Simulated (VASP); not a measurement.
Input of a VASP 6.6.1 run:

The input INCAR:

```
PREC = Accurate ; ENCUT = 520
EDIFF = 1E-6 ; ISMEAR = 0
SIGMA = 0.1 ; LREAL = False
LASPH = True ; NELM = 60
ALGO = Normal ; ISIF = 2
LWAVE = False ; LCHARG = True
GGA = PE ; LELF = True
LVHAR = True ; NBANDS = 35
```

The input KPOINTS:

```
regular mesh
0
Gamma
  8 8 8
```

File POSCAR:

```
GaBiSe4
1.0
    0.0000000000      4.1566627025      4.1566627025
    4.1566627025      0.0000000000      4.1566627025
    4.1566627025      4.1566627025      0.0000000000
Ga Bi Se
1 1 4
Direct
    0.0000000000      0.0000000000      0.0000000000
    0.2500000000      0.2500000000      0.2500000000
    0.6257577010      0.6257577010      0.1227268969
    0.6257577010      0.1227268969      0.6257577010
    0.1227268969      0.6257577010      0.6257577010
    0.6257577010      0.6257577010      0.6257577010
```

Potentials or basis: VASP PAW PBE potentials, release 64 (Ga_d, Bi_d, Se).

Command:

```bash
$ cat potpaw_PBE.64/Ga_d/POTCAR potpaw_PBE.64/Bi_d/POTCAR potpaw_PBE.64/Se/POTCAR > POTCAR
$ mpirun -np 1 vasp_std > vasp.out
```

Question: Estimate the band gap on the k mesh.

Answer: Zero (band 26 reaches 6.36 eV, above the bottom of band 27 at 5.31 eV).

Question: Predict the pressure.

Answer: 0.0 GPa.

Caveat: spin-orbit coupling is left out, which moves the levels of the heavy elements.
